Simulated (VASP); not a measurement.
Runs of VASP 6.6.1 on Te2Pt. The structure is that of space group P-3m1 (No. 164), or close to it. The cells are those of the table. 

```tsv
task	cell	k mesh	gap on the mesh (eV)	pressure (GPa)	relaxed volume (Å³/atom)	largest force (eV/Å)
single point	a = 4.045, b = 4.045, c = 5.137 Å, angles 90.0, 90.0, 120.0°, 3 atoms	12 × 12 × 8	none	-0.1	-	0.01
relaxation of cell and atoms	relaxed from a = 4.018, b = 4.018, c = 5.212 Å, angles 90.0, 90.0, 120.0°, 3 atoms	6 × 6 × 4	none	0.0	(a)	0.02
relaxation of cell and atoms	relaxed from a = 4.038, b = 4.038, c = 5.178 Å, angles 90.0, 90.0, 120.0°, 3 atoms	12 × 12 × 8	none	0.0	24.22	-
single point	a = 4.038, b = 4.038, c = 5.178 Å, angles 90.0, 90.0, 120.0°, 3 atoms	6 × 6 × 4	none	-0.1	-	0.01
```

Alike in all rows: level PBEsol; potentials or basis VASP PAW PBE potentials, release 64 (Te, Pt); no spin polarisation; cutoff (eV) 500; smearing gaussian 0.1 eV.

Problem. Fill in the values left out.

Solution. (a) 24.29.

Caveats: the PAW data sets were made with another functional, which shifts forces and pressure a little; spin-orbit coupling is left out, which moves the levels of the heavy elements; the relaxation stopped at a loose force limit of 0.05 eV/Å, so its end isn't a converged minimum (some runs).

A k mesh can miss the band edges, and the runs leave out spin-orbit coupling on Pt, Te.

A gap of «none» marks levels without a gap at the run's occupations.
